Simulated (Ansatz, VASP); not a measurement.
## One calculation of Al, two programs

INCAR

```
  PREC = Accurate
  ENCUT = 500
  EDIFF = 1E-6
  ISMEAR = 1
  SIGMA = 0.011
  LREAL = F
  LASPH = T
  NELM = 120
  ALGO = Normal
  ISIF = 2
  LWAVE = F
  LCHARG = F
  GGA = PE
  NBANDS = 8
  GGA_COMPAT = F
```

KPOINTS

```
Automatic mesh
0
Gamma
  10 10 10
```

File POSCAR:

```
Al
1.0
   -1.5912186900      1.5912186900      1.5912186900
    1.5912186900     -1.5912186900      1.5912186900
    1.5912186900      1.5912186900     -1.5912186900
Al
1
Direct
    0.0000000000      0.0000000000      0.0000000000
```

Input for Ansatz:

```yaml
crystal:
  lattice:
    - [-1.59121869, 1.59121869, 1.59121869]
    - [1.59121869, -1.59121869, 1.59121869]
    - [1.59121869, 1.59121869, -1.59121869]
  atoms:
    - { symbol: Al, position: [0.0, 0.0, 0.0] }
basis:
  ecutwfc: 420
  ecutrho_ratio: 12
kpoints:
  mp_grid: { grid: [10, 10, 10] }
hamiltonian:
  xc: pbe
scf:
  occupations: { method: cold, width: 0.011 }
  max_iter: 20
output:
  forces: true
  stress: true
  eigenvalues: true
```

Alike in both runs: task single point; functional PBE; k mesh 10 × 10 × 10; no spin polarisation.

|  | VASP | Ansatz |
| --- | --- | --- |
| version | VASP 6.6.1 | Ansatz 0.2.0 |
| potentials or method | VASP PAW PBE potentials, release 64 (Al), cutoff 500 eV | scalar-relativistic, plane waves, PAW |
| occupations | methfessel-paxton of order 1, width 0.011 eV | cold, width 0.011 eV |
| valence electrons in the cell | 3 | 3 |

```csv
,VASP,Ansatz,Ansatz less VASP
gap on the k mesh at the Fermi level (eV),none,none,-
pressure (GPa),4.2,4.3,+0.02
```

A gap of «none» marks a metal or a gap that the smearing closes.
